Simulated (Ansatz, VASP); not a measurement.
## NaCl in VASP and in Ansatz

```
Na Cl
1.0
     2.86000   -0.01430   -0.01430
    -0.01430    2.86000   -0.01430
    -0.01430   -0.01430    2.86000
Na Cl
1 1
Cartesian
  0.0000 0.0000 0.0000
  1.4157 1.4157 1.4157
```

Change from the starting cell: equal xy, yz and zx shear strains of -1 %, crystal datasets.

Alike in both runs: task electric field gradients; functional PBEsol; k mesh 8 × 8 × 8; occupations fermi-dirac, width 0.02 eV; no spin polarisation.

```csv
,VASP,Ansatz
version,VASP 6.6.1,Ansatz 0.2.0
potentials or method,"VASP PAW PBE potentials, release 64 (Na_pv, Cl), cutoff 520 eV","all-electron PAW with datasets made for the crystal, scalar-relativistic"
```

VASP gave:

- gap on the k mesh at the Fermi level (eV): 4.20
- pressure (GPa): 60.1
- traceless stress, the component that is largest in VASP (GPa): 0.77
- size of Vzz on the site where it differs most (V/Å²): 2.2

Problem. What did Ansatz give for the same quantities?

Solution. gap on the k mesh at the Fermi level (eV): 4.15; pressure (GPa): 59.5; traceless stress, the component that is largest in VASP (GPa): 0.75; size of Vzz on the site where it differs most (V/Å²): 2.0.

VASP's potentials were made for PBE, not for PBEsol. Both programs put the cell under a high pressure, so it lies far from rest at this level. Ansatz ran all-electron here, and VASP with PAW potentials.

Noted on VASP's run: the cell as given lies far from equilibrium.
